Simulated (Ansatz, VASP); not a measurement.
Y2SiSe in VASP and in Ansatz

```
Y Si Se
1.0
     5.20500    0.00000    0.00000
     0.00000    5.20500    0.00000
     0.00000    0.00000    3.46644
Y Si Se
2 1 1
Direct
  0.50000 0.00000 0.90203
  0.00000 0.50000 0.90203
  0.50000 0.50000 0.45757
  0.00000 0.00000 0.26194
```

Alike in both runs: functional PBE; k mesh 4 × 4 × 4; occupations gaussian, width 0.1 eV; no spin polarisation.

Ansatz relaxed the structure, and its values are those at the end. VASP's run is a single point on that final structure, the one shown.

|  | VASP | Ansatz |
| --- | --- | --- |
| version | VASP 6.6.1 | Ansatz 0.2.0 |
| potentials or method | VASP PAW PBE potentials, release 64 (Y_sv, Si, Se), cutoff 520 eV | scalar-relativistic, plane waves, PAW |
| valence electrons in the cell | 32 | 42 |

```csv
,VASP,Ansatz,Ansatz less VASP
gap on the k mesh at the Fermi level (eV),none,none,-
pressure (GPa),0.1,0.1,+0.02
rms of the force components (eV/Å),0.003,0.003,+0.0001
```

A gap of «none» marks a metal or a gap that the smearing closes. VASP's potentials hold 32 valence electrons a cell and Ansatz's 42, so a difference there can come from the potentials and not from the codes.

The k mesh is coarse, so the values compare programs but aren't converged.
